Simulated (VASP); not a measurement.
# ZnCd3Se2S2 in VASP: a series of runs, part 2 of 2

VASP 6.6.1. Earlier steps stand in the parts before.

**5. Single point, PBE**

INCAR reads:

```
ALGO     = Normal         # electronic algorithm
EDIFF    = 1E-7           # SCF threshold, eV
ENCUT    = 520            # plane-wave cutoff, eV
GGA      = PE             # functional
ISIF     = 2              # what is computed and relaxed
ISMEAR   = 0              # smearing method
LASPH    = True           # aspherical terms in the spheres
LCHARG   = False          # write CHGCAR
LREAL    = False          # projectors in reciprocal space
LWAVE    = False          # write WAVECAR
NBANDS   = 46             # bands
NELM     = 60             # most SCF steps
PREC     = Accurate       # precision mode
SIGMA    = 0.1            # smearing width, eV
```

KPOINTS reads:

```
k-points
0
Gamma
  4 4 4
```

POSCAR reads:

```
ZnCd3Se2S2
1.0
    4.1882904196      4.2165333143      0.0000000000
    4.1882904196     -4.2165333143      0.0000000000
   -4.1882904196      0.0000000000     -5.9300061061
Zn Cd Se S
1 3 2 2
Direct
    0.0079205747      0.0079205747      0.0158411493
    0.7435747250      0.2435747250      0.4871494500
    0.2435747250      0.7435747250      0.4871494500
    0.5036965196      0.5036965196      0.0073930392
    0.6460420839      0.1167883465      0.7628304304
    0.1167883465      0.6460420839      0.7628304304
    0.3553530092      0.3553530092      0.2384030253
    0.8830500162      0.8830500162      0.2384030253
```

Started as:

```
> cat potpaw_PBE.64/Zn/POTCAR potpaw_PBE.64/Cd/POTCAR potpaw_PBE.64/Se/POTCAR potpaw_PBE.64/S/POTCAR > POTCAR
> mpirun -np 1 vasp_std > vasp.out
```

Run time: 4.3 min. Hardware: 1 thread of Intel Xeon 6975P-C, shared host; peak memory 0.46 GiB.

It converged, with:

* Free energy: -23.8101 eV
* Pressure: 0.2 GPa
* Largest force: 0.017 eV/Å
* Band gap on the k mesh: 0.81 eV, direct

Forces in eV/Å, atoms in the order of the input:
```
Zn   0.000  0.000 -0.006
Cd   0.000  0.000  0.003
Cd   0.000  0.000  0.003
Cd   0.000  0.000  0.003
Se   0.000  0.011 -0.009
Se   0.000 -0.011 -0.009
S   -0.015  0.000  0.008
S    0.015  0.000  0.008
```

Levels at points of the mesh, in eV from the valence-band top:
| k point | band 34 | band 35 | band 36 | band 37 | band 38 | band 39 |
| --- | --- | --- | --- | --- | --- | --- |
| (0.00, 0.00, 0.00) | -0.10 | -0.05 | 0.00 | 0.81 | 3.33 | 3.77 |
| (0.50, 0.00, 0.00) | -1.22 | -0.79 | -0.76 | 3.46 | 3.56 | 4.51 |
| (0.50, 0.50, 0.00) | -0.75 | -0.60 | -0.41 | 2.50 | 2.62 | 3.68 |
| (0.00, 0.00, 0.50) | -1.27 | -0.85 | -0.68 | 3.14 | 3.22 | 3.44 |
| (0.50, 0.50, 0.50) | -0.78 | -0.60 | -0.36 | 2.45 | 2.73 | 3.88 |

**6. Relaxation of cell and atoms, PBE**

This run uses another cell than the first one, of 22.70 Å³/atom, 0.866 times its volume.

INCAR reads:

```
SYSTEM = ZnCd3Se2S2
PREC     = Accurate       ! precision mode
ENCUT    = 600            ! plane-wave cutoff, eV
EDIFF    = 1E-6           ! SCF threshold, eV
ISMEAR   = 0              ! smearing method
SIGMA    = 0.15           ! smearing width, eV
LREAL    = .False.        ! projectors in reciprocal space
LASPH    = .True.         ! aspherical terms in the spheres
NELM     = 80             ! most SCF steps
ALGO     = Normal         ! electronic algorithm
ISIF     = 3              ! what is computed and relaxed
LWAVE    = .False.        ! write WAVECAR
LCHARG   = .False.        ! write CHGCAR
GGA      = PE             ! functional
IBRION   = 2              ! ionic algorithm
NSW      = 36             ! ionic steps
EDIFFG   = -0.08          ! ionic threshold
```

KPOINTS reads:

```
Automatic mesh
0
Gamma
  3 3 3
  0 0 0
```

POSCAR reads:

```
ZnCd3Se2S2
1.0
    0.0000000000      4.0000000000      5.6750000000
    4.0000000000      0.0000000000      5.6750000000
    4.0000000000      4.0000000000      0.0000000000
Zn Cd Se S
1 3 2 2
Direct
    0.0000000000      0.0000000000      0.0000000000
    0.7500000000      0.7500000000      0.7500000000
    0.2500000000      0.2500000000      0.2500000000
    0.5000000000      0.5000000000      0.5000000000
    0.6250000000      0.1250000000      0.8750000000
    0.1250000000      0.6250000000      0.3750000000
    0.3750000000      0.8750000000      0.6250000000
    0.8750000000      0.3750000000      0.1250000000
```

Potentials or basis: VASP PAW PBE potentials, release 64 (Zn, Cd, Se, S).

Started as:

```
> cat potpaw_PBE.64/Zn/POTCAR potpaw_PBE.64/Cd/POTCAR potpaw_PBE.64/Se/POTCAR potpaw_PBE.64/S/POTCAR > POTCAR
> mpirun -np 1 vasp_std > vasp.out
```

It took 15 min on 1 thread of Intel Xeon 6975P-C, shared host; peak memory 0.47 GiB.

The run converged. Its results:

| Quantity | Value |
| --- | --- |
| Free energy | -23.7866 eV |
| Relaxed volume | 26.30 Å³/atom |
| Relaxed cell | a = 7.289 Å, b = 7.275 Å, c = 5.950 Å, α = 66.01°, β = 65.77°, γ = 48.22° |
| Space group after relaxing (to 0.05 Å) | Fmm2 (No. 42) |
| Energy gained by relaxing | 178.1 meV/atom |
| Ionic steps | 10 |
| Pressure after relaxing | 0.0 GPa |
| Largest force after relaxing | 0.050 eV/Å |
| Band gap on the k mesh | 0.80 eV, direct |

Forces on the atoms (eV/Å):
```
Zn   0.000  0.000  0.018
Cd   0.000  0.000  0.004
Cd   0.000  0.000  0.004
Cd   0.000  0.000 -0.050
Se   0.000  0.001 -0.008
Se   0.000 -0.001 -0.008
S   -0.011  0.000  0.019
S    0.011  0.000  0.019
```

The path:
| step | energy change (eV) | largest force (eV/Å) | pressure (GPa) | volume (Å³) |
| --- | --- | --- | --- | --- |
| 1 | 0.0000 | 1.6843 | 12.13 | 181.60 |
| 2 | -1.1017 | 0.4038 | -3.68 | 230.63 |
| 3 | -1.2769 | 0.6202 | -0.68 | 214.79 |
| 4 | -1.3569 | 0.4782 | -0.38 | 212.80 |
| 5 | -1.4175 | 0.1583 | 0.49 | 208.36 |
| 6 | -1.4203 | 0.1385 | 0.30 | 209.20 |
| 7 | -1.4203 | 0.1287 | 0.33 | 209.09 |
| 8 | -1.4242 | 0.0858 | -0.13 | 210.94 |
| 9 | -1.4242 | 0.0876 | -0.10 | 210.80 |
| 10 | -1.4251 | 0.0498 | -0.01 | 210.41 |

Final structure:
```yaml
crystal:
  lattice:
    - [0.00000, 4.21892, 5.94428]
    - [4.19497, 0.00000, 5.94428]
    - [4.19497, 4.21892, 0.00000]
  atoms:
    - { symbol: Zn, position: [0.00638, 0.00638, 0.99362] }
    - { symbol: Cd, position: [0.74356, 0.74356, 0.75644] }
    - { symbol: Cd, position: [0.24356, 0.24356, 0.25644] }
    - { symbol: Cd, position: [0.50582, 0.50582, 0.49418] }
    - { symbol: Se, position: [0.64523, 0.11773, 0.88227] }
    - { symbol: Se, position: [0.11773, 0.64522, 0.35478] }
    - { symbol: S, position: [0.35390, 0.88383, 0.64610] }
    - { symbol: S, position: [0.88383, 0.35390, 0.11617] }
```

Levels at points of the mesh, in eV from the valence-band top:
| k point | band 33 | band 34 | band 35 | band 36 | band 37 | band 38 | band 39 | band 40 |
| --- | --- | --- | --- | --- | --- | --- | --- | --- |
| (0.00, 0.00, 0.00) | -1.80 | -0.11 | -0.05 | 0.00 | 0.80 | 3.34 | 3.76 | 4.91 |

Caveat: the volume moved by over 15 % at a fixed basis, so the end points are rough; the relaxation stopped at a loose force limit of 0.08 eV/Å, so its end isn't a converged minimum.

**7. Overview**

```tsv
task	cell	k mesh	cutoff (eV)	smearing	gap on the mesh (eV)	pressure (GPa)	largest force (eV/Å)
single point	a = 5.927, b = 5.949, c = 7.272 Å, angles 114.0, 113.9, 90.4°, 8 atoms	4 × 4 × 4	520	gaussian 0.1 eV	0.81	0.2	0.03
single point	a = 7.276, b = 7.260, c = 5.943 Å, angles 66.0, 65.7, 48.3°, 8 atoms	6 × 6 × 6	520	gaussian 0.02 eV	0.81	0.2	0.02
single point	a = 7.277, b = 7.260, c = 5.943 Å, angles 66.0, 65.7, 48.3°, 8 atoms	3 × 3 × 3	520	gaussian 0.15 eV	0.81	0.2	0.05
single point	a = 5.943, b = 5.943, c = 7.260 Å, angles 114.0, 114.0, 90.4°, 8 atoms	4 × 4 × 4	520	gaussian 0.1 eV	0.81	0.2	0.02
relaxation of cell and atoms	relaxed from a = 6.943, b = 6.943, c = 5.657 Å, angles 66.0, 66.0, 48.1°, 8 atoms	3 × 3 × 3	600	gaussian 0.15 eV	0.80	0.0	0.05
```

Some of these runs hold the atoms at other places in the same cell, which the table doesn't show; runs alike in all that it shows share one row.

Alike in all rows: level PBE; potentials or basis VASP PAW PBE potentials, release 64 (Zn, Cd, Se, S); no spin polarisation.

Caveats: the volume moved by over 15 % at a fixed basis, so the end points are rough (some runs); the relaxation stopped at a loose force limit of 0.08 eV/Å, so its end isn't a converged minimum (some runs).

Absolute energies hang on the potentials; compare differences alone.
